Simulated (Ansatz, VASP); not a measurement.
## Two plane-wave programs on AlInAsP3

```xyz
6
Lattice="5.5393 0.0000 0.0000 -2.7697 4.7972 0.0000 0.0000 0.0000 5.1675" Properties=species:S:1:pos:R:3 pbc="T T T"
Al    2.7697    1.5991    0.0000
In    0.0000    0.0000    0.0000
P     1.0925    3.8289    2.5838
P    -1.0925    3.8289    2.5838
P     0.0000    1.9366    2.5838
As    0.0000    3.1981    0.0000
```

Change from the starting cell: species swapped into the LaAlCuNi3 type (P-6m2, No. 187).

Alike in both runs: functional PBE; k mesh 3 × 3 × 4; occupations gaussian, width 0.1 eV; no spin polarisation.

Ansatz relaxed the structure, and its values are those at the end. VASP's run is a single point on that final structure, the one shown.

|  | VASP | Ansatz |
| --- | --- | --- |
| version | VASP 6.6.1 | Ansatz 0.2.0 |
| potentials or method | VASP PAW PBE potentials, release 64 (Al, In_d, P, As), cutoff 500 eV | scalar-relativistic, plane waves, PAW |
| valence electrons in the cell | 36 | 46 |

```tsv
	VASP	Ansatz	Ansatz less VASP
gap on the k mesh at the Fermi level (eV)	none	none	-
pressure (GPa)	0.0	0.1	+0.13
rms of the force components (eV/Å)	0.029	0.011	-0.0185
```

A gap of «none» marks a metal or a gap that the smearing closes. With one functional, cell and mesh, what is left measures potentials, basis and numerics. VASP's potentials hold 36 valence electrons a cell and Ansatz's 46, so a difference there can come from the potentials and not from the codes.

The k mesh is coarse, so the values compare programs but aren't converged.
